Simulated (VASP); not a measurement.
# CdSe (F-43m) in VASP: notebook

CdSe is run at these levels: PBE; tasks: single point.

Program: VASP 6.6.1. These are calculated values, not measurements. Logs are shortened: lines on timing, memory, paths and dates and some standing lists are left out, and cuts for length are marked.

### Step 1. The cell of the first run

Symmetry: F-43m, No. 216, cubic system. The conventional cell has a = 6.141 Å, b = 6.141 Å, c = 6.141 Å, α = 90.00°, β = 90.00°, γ = 90.00°. Cd (site symmetry -43m) has 4 Se at 2.66 Å within 3.5 Å. Se (site symmetry -43m) has 4 Cd at 2.66 Å within 3.5 Å.

### Step 2. Single point, PBE

Input file INCAR:

```
  PREC = Accurate
  ENCUT = 520
  EDIFF = 1E-6
  ISMEAR = 0
  SIGMA = 0.02
  LREAL = False
  LASPH = True
  NELM = 60
  ALGO = Normal
  ISIF = 2
  LWAVE = False
  LCHARG = False
  GGA = PE
  NBANDS = 16
```

Input file KPOINTS:

```
regular mesh
0
Gamma
  10 10 10
```

Input file POSCAR:

```
CdSe
1.0
    0.0000000000      3.0702711986      3.0702711986
    3.0702711986      0.0000000000      3.0702711986
    3.0702711986      3.0702711986      0.0000000000
Cd Se
1 1
Direct
    0.0000000000      0.0000000000      0.0000000000
    0.7500000000      0.7500000000      0.7500000000
```

Potentials or basis: VASP PAW PBE potentials, release 64 (Cd, Se).

Launch:

```sh
$ cat potpaw_PBE.64/Cd/POTCAR potpaw_PBE.64/Se/POTCAR > POTCAR
$ mpirun -np 1 vasp_std > vasp.out
```

OUTCAR:

```text
PREC = Accurate
   ENCUT = 520
   EDIFF = 1E-6
   ISMEAR = 0
   LREAL = False
   LASPH = True
   NELM = 60
   ISIF = 2
   GGA = PE

 ion  position               nearest neighbor table
   1  0.000  0.000  0.000-   2 2.66   2 2.66   2 2.66   2 2.66
   2  0.750  0.750  0.750-   1 2.66   1 2.66   1 2.66   1 2.66

  LATTYP: Found a face centered cubic cell.
 ALAT       =     6.1405423972

  Lattice vectors:

 A1 = (   0.0000000000,   3.0702711986,   3.0702711986)
 A2 = (   3.0702711986,   0.0000000000,   3.0702711986)
 A3 = (   3.0702711986,   3.0702711986,   0.0000000000)

Analysis of symmetry for initial positions (statically):
=====================================================================
 Subroutine PRICEL returns:
 Original cell was already a primitive cell.

 Routine SETGRP: Setting up the symmetry group for a
 face centered cubic supercell.

 Subroutine GETGRP returns: Found 24 space group operations
 (whereof 24 operations were pure point group operations)
 out of a pool of 48 trial point group operations.

The static configuration has the point symmetry T_d .

Analysis of symmetry for dynamics (positions and initial velocities):
=====================================================================
 Subroutine PRICEL returns:
 Original cell was already a primitive cell.

 Routine SETGRP: Setting up the symmetry group for a
 face centered cubic supercell.

 Subroutine GETGRP returns: Found 24 space group operations
 (whereof 24 operations were pure point group operations)
 out of a pool of 48 trial point group operations.

The dynamic configuration has the point symmetry T_d .

 Subroutine INISYM returns: Found 24 space group operations
 (whereof 24 operations are pure point group operations),
 and found     1 'primitive' translations

----------------------------------------------------------------------------------------

                                     Primitive cell

  volume of cell :      57.8842

  direct lattice vectors                    reciprocal lattice vectors
     0.000000000  3.070271199  3.070271199    -0.162852063  0.162852063  0.162852063
     3.070271199  0.000000000  3.070271199     0.162852063 -0.162852063  0.162852063
     3.070271199  3.070271199  0.000000000     0.162852063  0.162852063 -0.162852063

  length of vectors
     4.342019169  4.342019169  4.342019169     0.282068048  0.282068048  0.282068048

  position of ions in fractional coordinates (direct lattice)
[... 78 lines left out ...]
   NELM   =     60;   NELMIN=  2; NELMDL= -5     # of ELM steps
   EDIFF  = 0.1E-05   stopping-criterion for ELM
   LREAL  =      F    real-space projection
   EDIFFG = 0.1E-04   stopping-criterion for IOM
   NSW    =      0    number of steps for IOM
   IBRION =     -1    ionic relax: 0-MD 1-quasi-New 2-CG
   NFREE  =      0    steps in history (QN), initial steepest desc. (CG)
   ISIF   =      2    stress and relaxation
   ISYM   =      2    0-nonsym 1-usesym 2-fastsym
   POTIM  = 0.5000    time-step for ionic-motion
   TEBEG  =    0.0;   TEEND  =   0.0 temperature during run
   PSTRESS=    0.0 pullay stress
   NELECT =      18.0000    total number of electrons
   NUPDOWN=      -1.0000    fix difference up-down
   EMIN   =  10.00;   EMAX   =-10.00  energy-range for DOS
   EFERMI =   0.00;   METHOD = LEGACY
   ISMEAR =     0;   SIGMA  =   0.02  broadening in eV -4-tet -1-fermi 0-gaus
   EFERMI_NEDOS =   21; number of points for ismear=-14 and -15
   IALGO  =     38    algorithm
   IMIX   =      4    mixing-type and parameters
     AMIX     =   0.40;   BMIX     =  1.00
     AMIX_MAG =   1.60;   BMIX_MAG =  1.00
  volume/ion in A,a.u.               =      28.94       195.31
  Fermi-wavevector in a.u.,A,eV,Ry     =   1.109121  2.095935 16.737199  1.230149
  Thomas-Fermi vector in A             =   2.245657
   LORBIT       =      0    0 simple, 1 ext, 2 COOP (PROOUT), +10 PAW based schemes
   GGA     = PE    functional components
   LHFCALC =     F    Hartree Fock is set to
   AEXX    =    0.0000 exact exchange contribution
   IVDW    =     0    specifies the selected vdW correction
   LEPSILON=     F    determine dielectric tensor
   LRPA    =     F    only Hartree local field effects (RPA)
 non-spin polarized calculation
 Gauss-broadening in eV      SIGMA  =   0.02
  energy-cutoff  :      520.00
  volume of cell :       57.88
 maximum number of plane-waves:      1588
   NGX = 17   NGY = 17   NGZ = 17

 number of electron      18.0000008 magnetization

 Free energy of the ion-electron system (eV)
  ---------------------------------------------------
  ext. energy  EPLUGINS =         0.00000000
  ---------------------------------------------------
  free energy    TOTEN  =        -5.49107197 eV

  energy without entropy =       -5.49107197  energy(sigma->0) =       -5.49107197

 E-fermi :   0.8486     XC(G=0):  -8.7568

 val. band max:        0.7181419329   @ k =   0.0000   0.0000   0.0000
 cond. band min:       1.2679371518   @ k =   0.0000   0.0000   0.0000
 fundamental gap:      0.5497952190
 Fermi energy:         0.8486102428

 k-point     1 :       0.0000    0.0000    0.0000
  band No.  band energies     occupation
      1     -11.7192      2.00000
      2      -7.1232      2.00000
      3      -7.1232      2.00000
      4      -7.1232      2.00000
      5      -6.7787      2.00000
      6      -6.7787      2.00000
[... 433 lines left out ...]
      3      -6.9438      2.00000
      4      -6.8976      2.00000
      5      -6.7379      2.00000
      6      -6.6202      2.00000
[... 8 lines left out ...]
     15      12.8607      0.00000
     16      14.2513      0.00000

 [... further k-points ...]

------------------------ aborting loop because EDIFF is reached ----------------------------------------

  FORCE on cell =-STRESS in cart. coord.  units (eV):
  Direction    XX          YY          ZZ          XY          YZ          ZX
  --------------------------------------------------------------------------------------
  -------------------------------------------------------------------------------------
  Total        0.5673706      0.5673706      0.5673706     -0.0000000      0.0000000     -0.0000000
  in kB       15.7042503     15.7042503     15.7042503     -0.0000000      0.0000000     -0.0000000
  external PRESSURE =      15.7042503 kB  Pullay stress =       0.0000000 kB

 VOLUME and BASIS-vectors are now :
 -----------------------------------------------------------------------------
  energy-cutoff  :      520.00
  volume of cell :       57.88
      direct lattice vectors                 reciprocal lattice vectors
     0.000000000  3.070271199  3.070271199    -0.162852063  0.162852063  0.162852063
     3.070271199  0.000000000  3.070271199     0.162852063 -0.162852063  0.162852063
     3.070271199  3.070271199  0.000000000     0.162852063  0.162852063 -0.162852063

 POSITION                                       TOTAL-FORCE (eV/Angst)
 -----------------------------------------------------------------------------------
      0.00000      0.00000      0.00000        -0.000000     -0.000000     -0.000000
      4.60541      4.60541      4.60541         0.000000      0.000000      0.000000
 -----------------------------------------------------------------------------------
    total drift:                                0.000001      0.000001      0.000000

  FREE ENERGIE OF THE ION-ELECTRON SYSTEM (eV)
  ---------------------------------------------------
  free  energy   TOTEN  =        -5.4910719741 eV

  energy  without entropy=       -5.4910719741  energy(sigma->0) =       -5.49107197
```

stdout:

```text
POSCAR found type information on POSCAR CdSe
 POSCAR found :  2 types and       2 ions
 scaLAPACK will be used
 LDA part: xc-table for (Slater+PW92), standard interpolation
 POSCAR, INCAR and KPOINTS ok, starting setup
 FFT: planning ... GRIDC
 FFT: planning ... GRID_SOFT
 FFT: planning ... GRID
 WAVECAR not read
 entering main loop
```

Run time: 12 s. Hardware: 1 thread of Intel Xeon 6975P-C, shared host; peak memory 0.2 GiB.

Results:

```yaml
Free_energy: -5.4911 eV
Pressure: 1.6 GPa
Band_gap_on_the_k_mesh: 0.55 eV, direct
```

PBE gaps usually lie below the measured ones, often by a third to a half.

### Step 3. Single point, PBE

This run uses another cell than the first one, of 29.75 Å³/atom, 1.028 times its volume.

Input file INCAR:

```
ALGO     = Normal         # electronic algorithm
EDIFF    = 1E-6           # SCF threshold, eV
ENCUT    = 520            # plane-wave cutoff, eV
GGA      = PE             # functional
ISIF     = 2              # what is computed and relaxed
ISMEAR   = 0              # smearing method
LASPH    = True           # aspherical terms in the spheres
LCHARG   = False          # write CHGCAR
LREAL    = False          # projectors in reciprocal space
LWAVE    = False          # write WAVECAR
NBANDS   = 16             # bands
NELM     = 80             # most SCF steps
PREC     = Accurate       # precision mode
SIGMA    = 0.02           # smearing width, eV
```

Input file KPOINTS:

```
k-points
0
Gamma
  10 10 10
```

Input file POSCAR:

```
CdSe
1.0
    0.0000000000      3.0984146614      3.0984146614
    3.0984146614      0.0000000000      3.0984146614
    3.0984146614      3.0984146614      0.0000000000
Cd Se
1 1
Direct
    0.0000000000      0.0000000000      0.0000000000
    0.7500000000      0.7500000000      0.7500000000
```

Potentials or basis: VASP PAW PBE potentials, release 64 (Cd, Se).

Launch:

```sh
$ cat potpaw_PBE.64/Cd/POTCAR potpaw_PBE.64/Se/POTCAR > POTCAR
$ mpirun -np 1 vasp_std > vasp.out
```

OUTCAR:

```text
EDIFF = 1E-6
   ENCUT = 520
   GGA = PE
   ISIF = 2
   ISMEAR = 0
   LASPH = True
   LREAL = False
   NELM = 80
   PREC = Accurate

 ion  position               nearest neighbor table
   1  0.000  0.000  0.000-   2 2.68   2 2.68   2 2.68   2 2.68
   2  0.750  0.750  0.750-   1 2.68   1 2.68   1 2.68   1 2.68

  LATTYP: Found a face centered cubic cell.
 ALAT       =     6.1968293228

  Lattice vectors:

 A1 = (   0.0000000000,   3.0984146614,   3.0984146614)
 A2 = (   3.0984146614,   0.0000000000,   3.0984146614)
 A3 = (   3.0984146614,   3.0984146614,   0.0000000000)

Analysis of symmetry for initial positions (statically):
=====================================================================
 Subroutine PRICEL returns:
 Original cell was already a primitive cell.

 Routine SETGRP: Setting up the symmetry group for a
 face centered cubic supercell.

 Subroutine GETGRP returns: Found 24 space group operations
 (whereof 24 operations were pure point group operations)
 out of a pool of 48 trial point group operations.

The static configuration has the point symmetry T_d .

[... 158 lines left out ...]

  energy without entropy =       -5.49992449  energy(sigma->0) =       -5.49992449

 E-fermi :   0.6250     XC(G=0):  -8.6340

 val. band max:        0.5124552885   @ k =   0.0000   0.0000   0.0000
 cond. band min:       1.0053000040   @ k =   0.0000   0.0000   0.0000
 fundamental gap:      0.4928447155
 Fermi energy:         0.6249743918

 k-point     1 :       0.0000    0.0000    0.0000
  band No.  band energies     occupation
      1     -11.7831      2.00000
      2      -7.2487      2.00000
      3      -7.2487      2.00000
      4      -7.2487      2.00000
      5      -6.9313      2.00000
      6      -6.9313      2.00000
[... 433 lines left out ...]
      3      -7.0834      2.00000
      4      -7.0374      2.00000
      5      -6.8937      2.00000
      6      -6.7794      2.00000
[... 8 lines left out ...]
     15      12.5869      0.00000
     16      13.8667      0.00000

 [... further k-points ...]

------------------------ aborting loop because EDIFF is reached ----------------------------------------

  FORCE on cell =-STRESS in cart. coord.  units (eV):
  Direction    XX          YY          ZZ          XY          YZ          ZX
  --------------------------------------------------------------------------------------
  -------------------------------------------------------------------------------------
  Total        0.0852844      0.0852844      0.0852844      0.0000000      0.0000000      0.0000000
  in kB        2.2968446      2.2968446      2.2968446      0.0000000      0.0000000      0.0000000
  external PRESSURE =       2.2968446 kB  Pullay stress =       0.0000000 kB

 VOLUME and BASIS-vectors are now :
 -----------------------------------------------------------------------------
  energy-cutoff  :      520.00
  volume of cell :       59.49
      direct lattice vectors                 reciprocal lattice vectors
     0.000000000  3.098414661  3.098414661    -0.161372849  0.161372849  0.161372849
     3.098414661  0.000000000  3.098414661     0.161372849 -0.161372849  0.161372849
     3.098414661  3.098414661  0.000000000     0.161372849  0.161372849 -0.161372849

 POSITION                                       TOTAL-FORCE (eV/Angst)
 -----------------------------------------------------------------------------------
      0.00000      0.00000      0.00000         0.000000      0.000000      0.000000
      4.64762      4.64762      4.64762        -0.000000     -0.000000     -0.000000
 -----------------------------------------------------------------------------------
    total drift:                                0.000000      0.000000      0.000000

  FREE ENERGIE OF THE ION-ELECTRON SYSTEM (eV)
  ---------------------------------------------------
  free  energy   TOTEN  =        -5.4999244882 eV

  energy  without entropy=       -5.4999244882  energy(sigma->0) =       -5.49992449
```

It took 20 s on 1 thread of Intel Xeon 6975P-C, shared host; peak memory 0.23 GiB.

Results:

```yaml
Free_energy: -5.4999 eV
Pressure: 0.2 GPa
Band_gap_on_the_k_mesh: 0.49 eV, direct
```

### Step 4. Single point, PBE (volume scaled by 1.06)

Input file INCAR:

```
  PREC = Accurate
  ENCUT = 520
  EDIFF = 1E-6
  ISMEAR = 0
  SIGMA = 0.02
  LREAL = False
  LASPH = True
  NELM = 80
  ALGO = Normal
  ISIF = 2
  LWAVE = False
  LCHARG = False
  GGA = PE
  NBANDS = 16
```

Input file KPOINTS:

```
regular mesh
0
Gamma
  10 10 10
```

Input file POSCAR:

```
CdSe
1.0
    0.0000000000      3.1591833179      3.1591833179
    3.1591833179      0.0000000000      3.1591833179
    3.1591833179      3.1591833179      0.0000000000
Cd Se
1 1
Direct
    0.0000000000      0.0000000000      0.0000000000
    0.7500000000      0.7500000000      0.7500000000
```

Launch:

```sh
$ cat potpaw_PBE.64/Cd/POTCAR potpaw_PBE.64/Se/POTCAR > POTCAR
$ mpirun -np 1 vasp_std > vasp.out
```

Wall time 21 s (1 thread of Intel Xeon 6975P-C, shared host); peak memory 0.23 GiB.

The run converged. Its results:

* Free energy: -5.4777 eV
* Pressure: -2.1 GPa
* Band gap on the k mesh: 0.37 eV, direct

Levels at points of the mesh, in eV from the valence-band top:
```csv
k point,band 5,band 6,band 7,band 8,band 9,band 10,band 11,band 12,band 13,band 14
"(0.00, 0.00, 0.00)",-7.35,-7.35,0.00,0.00,0.00,0.37,5.91,5.91,5.91,9.32
"(0.50, 0.00, 0.00)",-7.34,-7.14,-3.77,-0.60,-0.60,2.23,6.39,6.39,7.06,9.74
"(0.50, 0.50, 0.00)",-7.31,-7.08,-3.59,-1.50,-1.50,3.33,3.60,8.61,9.54,9.54
```

Caveat: the cell differs from its parent crystal (volume scaled by 1.06).

### Step 5. Summary

```tsv
cell	gap on the mesh (eV)	pressure (GPa)
a = 4.342 Å, angles 60.0°, 2 atoms	0.55	1.6
a = 4.382 Å, angles 60.0°, 2 atoms	0.49	0.2
a = 4.468 Å, angles 60.0°, 2 atoms	0.37	-2.1
```

Alike in all rows: task single point; level PBE; potentials or basis VASP PAW PBE potentials, release 64 (Cd, Se); no spin polarisation; k mesh 10 × 10 × 10; cutoff (eV) 520; smearing gaussian 0.02 eV.

Total energies depend on the potentials used, so only differences within one code and one set of settings carry meaning.
